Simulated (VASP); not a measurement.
# Sr (P-3m1) in VASP: a series of runs, part 2 of 2

VASP 6.6.1. The steps go on from the part before.

### 4 Single point, PBEsol (atoms displaced along a vibrational mode)

The input, INCAR:

```
PREC = Accurate
ENCUT = 520
EDIFF = 1E-6
ISMEAR = 0
SIGMA = 0.15
LREAL = False
LASPH = True
NELM = 80
ALGO = Fast
ISIF = 2
LWAVE = False
LCHARG = False
GGA = PS
NBANDS = 17
```

The input, KPOINTS:

```
Automatic mesh
0
Gamma
  12 12 8
```

The input, POSCAR:

```
Sr
1.0
    4.1945366888      0.0000000000      0.0000000000
   -2.0972683444      3.6325753296      0.0000000000
    0.0000000000      0.0000000000      6.8785266073
Sr
2
Direct
    0.3333333333      0.6666666667      0.2283819983
    0.6666666667      0.3333333333      0.7716180017
```

Potentials or basis: VASP PAW PBE potentials, release 64 (Sr_sv).

Command:

```console
cat potpaw_PBE.64/Sr_sv/POTCAR > POTCAR
mpirun -np 1 vasp_std > vasp.out
```

OUTCAR:

```text
PREC = Accurate
   ENCUT = 520
   EDIFF = 1E-6
   ISMEAR = 0
   LREAL = False
   LASPH = True
   NELM = 80
   ISIF = 2
   GGA = PS

 ion  position               nearest neighbor table
   1  0.333  0.667  0.228-   2 3.97   2 3.97   2 3.97   2 4.45   2 4.45   2 4.45
   2  0.667  0.333  0.772-   1 3.97   1 3.97   1 3.97   1 4.45   1 4.45   1 4.45

  LATTYP: Found a hexagonal cell.
 ALAT       =     4.1945366888
 C/A-ratio  =     1.6398775640

  Lattice vectors:

 A1 = (   4.1945366888,   0.0000000000,   0.0000000000)
 A2 = (  -2.0972683444,   3.6325753296,   0.0000000000)
 A3 = (   0.0000000000,   0.0000000000,   6.8785266073)

Analysis of symmetry for initial positions (statically):
=====================================================================
 Subroutine PRICEL returns:
 Original cell was already a primitive cell.

 Routine SETGRP: Setting up the symmetry group for a
 hexagonal supercell.

 Subroutine GETGRP returns: Found 12 space group operations
 (whereof 12 operations were pure point group operations)
 out of a pool of 24 trial point group operations.

The static configuration has the point symmetry D_3d.
[... 159 lines left out ...]

  energy without entropy =       -3.58989655  energy(sigma->0) =       -3.60326844

 E-fermi :   1.6687     XC(G=0):  -7.5699

 val. band max:        1.6454103090   @ k =  -0.1667   0.5000   0.1250
 cond. band min:       1.6890484910   @ k =   0.2500   0.2500   0.1250
 fundamental gap:      0.0436381820
 Fermi energy:         1.6686767996

 k-point     1 :       0.0000    0.0000    0.0000
  band No.  band energies     occupation
      1     -34.7696      2.00000
      2     -34.7467      2.00000
      3     -16.9176      2.00000
      4     -16.6951      2.00000
      5     -16.6951      2.00000
      6     -16.6571      2.00000
[... 457 lines left out ...]
      4     -16.7446      2.00000
      5     -16.7090      2.00000
      6     -16.7049      2.00000
[... 9 lines left out ...]
     16       4.3610      0.00000
     17       4.8613      0.00000

 [... further k-points ...]

------------------------ aborting loop because EDIFF is reached ----------------------------------------

  FORCE on cell =-STRESS in cart. coord.  units (eV):
  Direction    XX          YY          ZZ          XY          YZ          ZX
  --------------------------------------------------------------------------------------
  -------------------------------------------------------------------------------------
  Total        0.0940446      0.0940446      0.2886925      0.0000000      0.0000000      0.0000000
  in kB        1.4376412      1.4376412      4.4131839      0.0000000      0.0000000      0.0000000
  external PRESSURE =       2.4294888 kB  Pullay stress =       0.0000000 kB

 VOLUME and BASIS-vectors are now :
 -----------------------------------------------------------------------------
  energy-cutoff  :      520.00
  volume of cell :      104.81
      direct lattice vectors                 reciprocal lattice vectors
     4.194536689  0.000000000  0.000000000     0.238405353  0.137643395  0.000000000
    -2.097268344  3.632575330  0.000000000     0.000000000  0.275286789  0.000000000
     0.000000000  0.000000000  6.878526607     0.000000000  0.000000000  0.145379971

 POSITION                                       TOTAL-FORCE (eV/Angst)
 -----------------------------------------------------------------------------------
     -0.00000      2.42172      1.57093         0.000000     -0.000000      0.456325
      2.09727      1.21086      5.30759        -0.000000      0.000000     -0.456325
 -----------------------------------------------------------------------------------
    total drift:                               -0.000000      0.000000      0.000000

  FREE ENERGIE OF THE ION-ELECTRON SYSTEM (eV)
  ---------------------------------------------------
  free  energy   TOTEN  =        -3.6166403402 eV

  energy  without entropy=       -3.5898965472  energy(sigma->0) =       -3.60326844
```

OSZICAR:

```text
N       E                     dE             d eps       ncg     rms          rms(c)
DAV:   1     0.105287681586E+03    0.10529E+03   -0.94332E+03  4454   0.994E+02
DAV:   2     0.466218722551E+01   -0.10063E+03   -0.99150E+02  5733   0.228E+02
DAV:   3    -0.344804306813E+01   -0.81102E+01   -0.80882E+01  8046   0.462E+01
DAV:   4    -0.367390973308E+01   -0.22587E+00   -0.22575E+00  6078   0.657E+00
DAV:   5    -0.367828965596E+01   -0.43799E-02   -0.43794E-02  7272   0.757E-01    0.177E+01
RMM:   6    -0.362125978077E+01    0.57030E-01   -0.56073E-02  4772   0.137E+00    0.984E+00
RMM:   7    -0.361737503531E+01    0.38847E-02   -0.41674E-02  5708   0.163E+00    0.790E-01
RMM:   8    -0.361625130542E+01    0.11237E-02   -0.84584E-03  6174   0.511E-01    0.174E-01
RMM:   9    -0.361651309551E+01   -0.26179E-03   -0.26791E-03  7926   0.198E-01    0.110E-01
RMM:  10    -0.361659453688E+01   -0.81441E-04   -0.68768E-04  8310   0.103E-01    0.558E-02
RMM:  11    -0.361661932781E+01   -0.24791E-04   -0.25391E-04  8239   0.632E-02    0.151E-02
RMM:  12    -0.361663062863E+01   -0.11301E-04   -0.11882E-04  7901   0.387E-02    0.948E-03
RMM:  13    -0.361663561637E+01   -0.49877E-05   -0.42800E-05  7559   0.269E-02    0.377E-03
RMM:  14    -0.361663797798E+01   -0.23616E-05   -0.25927E-05  7438   0.188E-02    0.258E-03
RMM:  15    -0.361663945967E+01   -0.14817E-05   -0.11667E-05  6805   0.134E-02    0.175E-03
RMM:  16    -0.361664034017E+01   -0.88050E-06   -0.72484E-06  6127   0.100E-02
   1 F= -.36166403E+01 E0= -.36032684E+01  d E =-.267438E-01
```

stdout:

```text
POSCAR found type information on POSCAR Sr
 POSCAR found :  1 types and       2 ions
 scaLAPACK will be used
 -----------------------------------------------------------------------------
|                                                                             |
|                                                                             |
|     You enforced a specific xc type in the INCAR file but a different       |
|     I HOPE YOU KNOW WHAT YOU ARE DOING!                                     |
|                                                                             |
 -----------------------------------------------------------------------------

 LDA part: xc-table for (Slater+PW92), standard interpolation
 POSCAR, INCAR and KPOINTS ok, starting setup
 FFT: planning ... GRIDC
 FFT: planning ... GRID_SOFT
 FFT: planning ... GRID
 WAVECAR not read
 entering main loop
WARNING in EDDRMM: call to ZHEGV failed, returncode =   6  3     16
WARNING in EDDRMM: call to ZHEGV failed, returncode =   8  4     13
```

It took 2.6 min on 1 thread of Intel Xeon 6975P-C (Granite Rapids), shared host; peak memory 0.35 GiB.

What came out:

| Item | Value |
| --- | --- |
| Free energy | -3.6166 eV |
| Pressure | 0.2 GPa |
| Largest force | 0.456 eV/Å |
| Band gap on the k mesh | zero (bands 10 and 11 overlap by 0.33 eV) |

Forces in eV/Å, atoms in the order of the input:
```
Sr   0.000  0.000  0.456
Sr   0.000  0.000 -0.456
```

Caveat: the cell differs from its parent crystal (atoms displaced along a vibrational mode); the PAW data sets were made with another functional, which shifts forces and pressure a little.

### 5 Summary

```csv
cell,further INCAR settings,gap on the mesh (eV),pressure (GPa),largest force (eV/Å)
"as given, atomic positions A",ALGO = Fast; EDIFF = 1e-07; NBANDS = 17,none,0.1,0.22
"as given, atomic positions B",ALGO = Fast; EDIFF = 1e-07; NBANDS = 17,none,0.5,0.71
"as given, atomic positions C",ALGO = Fast; EDIFF = 1e-06; NBANDS = 17,none,0.2,0.46
```

Alike in all rows: task single point; level PBEsol; potentials or basis VASP PAW PBE potentials, release 64 (Sr_sv); no spin polarisation; k mesh 12 × 12 × 8; cutoff (eV) 520; smearing gaussian 0.15 eV.

Caveats: the PAW data sets were made with another functional, which shifts forces and pressure a little.

Absolute energies hang on the potentials; compare differences alone.

The gap in the log of VASP goes by the Fermi energy; the results here count the filled bands.